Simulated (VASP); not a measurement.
# SrTl (Pm-3m) in VASP: single point with LDA

Aim: the single point of SrTl with LDA.

Program: VASP 6.6.1. These are calculated values, not measurements. Logs are shortened: lines on timing, memory, paths and dates and some standing lists are left out, and cuts for length are marked.

## (1) The cell of the first run

It takes space group Pm-3m (No. 221, cubic). Conventional cell: a = 4.032 Å, b = 4.032 Å, c = 4.032 Å, α = 90.00°, β = 90.00°, γ = 90.00°. Sr (site symmetry m-3m) has 8 Tl at 3.49 Å and 6 Sr at 4.03 Å within 4.6 Å. Tl (site symmetry m-3m) has 8 Sr at 3.49 Å and 6 Tl at 4.03 Å within 4.6 Å.

## (2) Single point, LDA

Input file INCAR:

```
ALGO = Fast
EDIFF = 1E-7
ENCUT = 520
GGA = CA
ISIF = 2
ISMEAR = 0
LASPH = T
LCHARG = F
LREAL = F
LWAVE = F
NBANDS = 18
NELM = 60
PREC = Accurate
SIGMA = 0.15
```

Input file KPOINTS:

```
k-points
0
Gamma
  12 12 12
```

Input file POSCAR:

```
SrTl
1.0
    4.0320000000      0.0000000000      0.0000000000
    0.0000000000      4.0320000000      0.0000000000
    0.0000000000      0.0000000000      4.0320000000
Sr Tl
1 1
Direct
    0.0000000000      0.0000000000      0.0000000000
    0.5000000000      0.5000000000      0.5000000000
```

Potentials or basis: VASP PAW LDA potentials, release 64 (Sr_sv, Tl_d).

Run with:

```sh
> cat potpaw_LDA.64/Sr_sv/POTCAR potpaw_LDA.64/Tl_d/POTCAR > POTCAR
> mpirun -np 1 vasp_std > vasp.out
```

OUTCAR:

```text
EDIFF = 1E-7
   ENCUT = 520
   GGA = CA
   ISIF = 2
   ISMEAR = 0
   LASPH = T
   LREAL = F
   NELM = 60
   PREC = Accurate

 ion  position               nearest neighbor table
   1  0.000  0.000  0.000-   2 3.49   2 3.49   2 3.49   2 3.49   2 3.49   2 3.49   2 3.49   2 3.49

   2  0.500  0.500  0.500-   1 3.49   1 3.49   1 3.49   1 3.49   1 3.49   1 3.49   1 3.49   1 3.49

  LATTYP: Found a simple cubic cell.
 ALAT       =     4.0320000000

  Lattice vectors:

 A1 = (   4.0320000000,   0.0000000000,   0.0000000000)
 A2 = (   0.0000000000,   4.0320000000,   0.0000000000)
 A3 = (   0.0000000000,   0.0000000000,   4.0320000000)

Analysis of symmetry for initial positions (statically):
=====================================================================
 Subroutine PRICEL returns:
 Original cell was already a primitive cell.

 Routine SETGRP: Setting up the symmetry group for a
 simple cubic supercell.

 Subroutine GETGRP returns: Found 48 space group operations
 (whereof 48 operations were pure point group operations)
 out of a pool of 48 trial point group operations.

The static configuration has the point symmetry O_h .

Analysis of symmetry for dynamics (positions and initial velocities):
=====================================================================
 Subroutine PRICEL returns:
 Original cell was already a primitive cell.

 Routine SETGRP: Setting up the symmetry group for a
 simple cubic supercell.

 Subroutine GETGRP returns: Found 48 space group operations
 (whereof 48 operations were pure point group operations)
 out of a pool of 48 trial point group operations.

The dynamic configuration has the point symmetry O_h .

 Subroutine INISYM returns: Found 48 space group operations
 (whereof 48 operations are pure point group operations),
 and found     1 'primitive' translations

----------------------------------------------------------------------------------------

                                     Primitive cell

  volume of cell :      65.5483

  direct lattice vectors                    reciprocal lattice vectors
     4.032000000  0.000000000  0.000000000     0.248015873  0.000000000  0.000000000
     0.000000000  4.032000000  0.000000000     0.000000000  0.248015873  0.000000000
     0.000000000  0.000000000  4.032000000     0.000000000  0.000000000  0.248015873

  length of vectors
     4.032000000  4.032000000  4.032000000     0.248015873  0.248015873  0.248015873

[... 74 lines left out ...]
   ISPIN  =      1    spin polarized calculation?
   LNONCOLLINEAR =      F non collinear calculations
   LSORBIT =      F    spin-orbit coupling
   LASPH  =      T    aspherical Exc in radial PAW
   ENCUT  =  520.0 eV  38.22 Ry    6.18 a.u.   7.50  7.50  7.50*2*pi/ulx,y,z
   NELM   =     60;   NELMIN=  2; NELMDL= -5     # of ELM steps
   EDIFF  = 0.1E-06   stopping-criterion for ELM
   LREAL  =      F    real-space projection
   EDIFFG = 0.1E-05   stopping-criterion for IOM
   NSW    =      0    number of steps for IOM
   IBRION =     -1    ionic relax: 0-MD 1-quasi-New 2-CG
   NFREE  =      0    steps in history (QN), initial steepest desc. (CG)
   ISIF   =      2    stress and relaxation
   ISYM   =      2    0-nonsym 1-usesym 2-fastsym
   POTIM  = 0.5000    time-step for ionic-motion
   TEBEG  =    0.0;   TEEND  =   0.0 temperature during run
   PSTRESS=    0.0 pullay stress
   NELECT =      23.0000    total number of electrons
   NUPDOWN=      -1.0000    fix difference up-down
   EMIN   =  10.00;   EMAX   =-10.00  energy-range for DOS
   EFERMI =   0.00;   METHOD = LEGACY
   ISMEAR =     0;   SIGMA  =   0.15  broadening in eV -4-tet -1-fermi 0-gaus
   EFERMI_NEDOS =   21; number of points for ismear=-14 and -15
   IALGO  =     68    algorithm
   IMIX   =      4    mixing-type and parameters
     AMIX     =   0.40;   BMIX     =  1.00
     AMIX_MAG =   1.60;   BMIX_MAG =  1.00
  volume/ion in A,a.u.               =      32.77       221.17
  Fermi-wavevector in a.u.,A,eV,Ry     =   1.154685  2.182039 18.140618  1.333298
  Thomas-Fermi vector in A             =   2.291320
   LORBIT       =      0    0 simple, 1 ext, 2 COOP (PROOUT), +10 PAW based schemes
   GGA     = CA    functional components
   LHFCALC =     F    Hartree Fock is set to
   AEXX    =    0.0000 exact exchange contribution
   IVDW    =     0    specifies the selected vdW correction
   LEPSILON=     F    determine dielectric tensor
   LRPA    =     F    only Hartree local field effects (RPA)
 non-spin polarized calculation
 RMM-DIIS sequential band-by-band and
 Gauss-broadening in eV      SIGMA  =   0.15
  energy-cutoff  :      520.00
  volume of cell :       65.55
 maximum number of plane-waves:      1791
 NGX is ok and might be reduce to    30
   NGX = 15   NGY = 15   NGZ = 15

 number of electron      23.0000007 magnetization

 Free energy of the ion-electron system (eV)
  ---------------------------------------------------
  ext. energy  EPLUGINS =         0.00000000
  ---------------------------------------------------
  free energy    TOTEN  =        -5.86685778 eV

  energy without entropy =       -5.84943301  energy(sigma->0) =       -5.85814540

 E-fermi :   4.2378     XC(G=0):  -9.5908

 val. band max:        4.2351019895   @ k =   0.3333   0.3333   0.3333
 cond. band min:       4.2613051606   @ k =   0.4167   0.2500   0.1667
 fundamental gap:      0.0262031711
 Fermi energy:         4.2378468381

 k-point     1 :       0.0000    0.0000    0.0000
  band No.  band energies     occupation
      1     -31.3912      2.00000
      2     -13.4413      2.00000
      3     -13.4413      2.00000
      4     -13.4413      2.00000
      5      -7.2125      2.00000
      6      -7.2125      2.00000
[... 481 lines left out ...]
      5      -7.1870      2.00000
      6      -7.1434      2.00000
[... 10 lines left out ...]
     17       9.7769      0.00000
     18      10.4717      0.00000

 [... further k-points ...]
[... 5 lines left out ...]
  --------------------------------------------------------------------------------------
  -------------------------------------------------------------------------------------
  Total       -0.7371056     -0.7371056     -0.7371056      0.0000000     -0.0000000     -0.0000000
  in kB      -18.0168444    -18.0168444    -18.0168444      0.0000000     -0.0000000     -0.0000000
  external PRESSURE =     -18.0168444 kB  Pullay stress =       0.0000000 kB

 VOLUME and BASIS-vectors are now :
 -----------------------------------------------------------------------------
  energy-cutoff  :      520.00
  volume of cell :       65.55
      direct lattice vectors                 reciprocal lattice vectors
     4.032000000  0.000000000  0.000000000     0.248015873  0.000000000  0.000000000
     0.000000000  4.032000000  0.000000000     0.000000000  0.248015873  0.000000000
     0.000000000  0.000000000  4.032000000     0.000000000  0.000000000  0.248015873

 POSITION                                       TOTAL-FORCE (eV/Angst)
 -----------------------------------------------------------------------------------
      0.00000      0.00000      0.00000         0.000000      0.000000      0.000000
      2.01600      2.01600      2.01600         0.000000      0.000000      0.000000
 -----------------------------------------------------------------------------------
    total drift:                                0.000000      0.000000      0.000000

  FREE ENERGIE OF THE ION-ELECTRON SYSTEM (eV)
  ---------------------------------------------------
  free  energy   TOTEN  =        -5.8668577831 eV

  energy  without entropy=       -5.8494330144  energy(sigma->0) =       -5.85814540
```

stdout:

```text
POSCAR found type information on POSCAR SrTl
 POSCAR found :  2 types and       2 ions
 scaLAPACK will be used
 LDA part: xc-table for (Slater(with rela. corr.)+CA(PZ))
[... 21 lines left out ...]
 num prob RMM:  15    -0.586685761357E+01   -0.27300E-06   -0.21171E-06  3782   0.528E-03    0.881E-04
 num prob RMM:  16    -0.586685773126E+01   -0.11769E-06   -0.94697E-07  3495   0.386E-03    0.910E-04
 num prob WARNING in EDDRMM: call to ZHEGV failed, returncode =   6  3     16
WARNING in EDDRMM: call to ZHEGV failed, returncode =   6  3     10
 num prob  num prob  num prob  num prob  num prob  num prob  num prob  num prob  num prob  num prob  num prob  num prob  num prob  num prob  num prob  num prob  num prob  num prob  num prob  num prob  num prob WARNING in EDDRMM: call to ZHEGV failed, returncode =   6  3     13
 num prob  num prob RMM:  17    -0.586685778311E+01   -0.51850E-07   -0.45521E-07  2965   0.260E-03
```

Run time: 77 s. Hardware: 1 thread of AMD EPYC 7R13 (Zen 3), shared host; peak memory 0.19 GiB.

What came out:

```yaml
Free_energy: -5.8669 eV
Pressure: -1.8 GPa
```

Levels at points of the mesh, in eV from the Fermi level:
```tsv
k point	band 8	band 9	band 10	band 11	band 12	band 13	band 14	band 15	band 16	band 17
(0.00, 0.00, 0.00)	-11.33	-11.33	-7.92	1.21	1.21	2.86	2.86	2.86	4.35	5.01
(0.50, 0.00, 0.00)	-11.32	-11.29	-6.39	-3.00	1.56	1.56	1.56	5.00	5.86	6.33
(0.50, 0.50, 0.00)	-11.37	-11.20	-6.00	-0.81	-0.81	0.92	3.67	3.67	4.57	4.72
(0.50, 0.50, 0.50)	-11.20	-11.20	-4.73	-1.46	-1.46	-1.46	4.41	4.41	4.41	6.34
```

Caveat: spin-orbit coupling is left out, which moves the levels of the heavy elements.
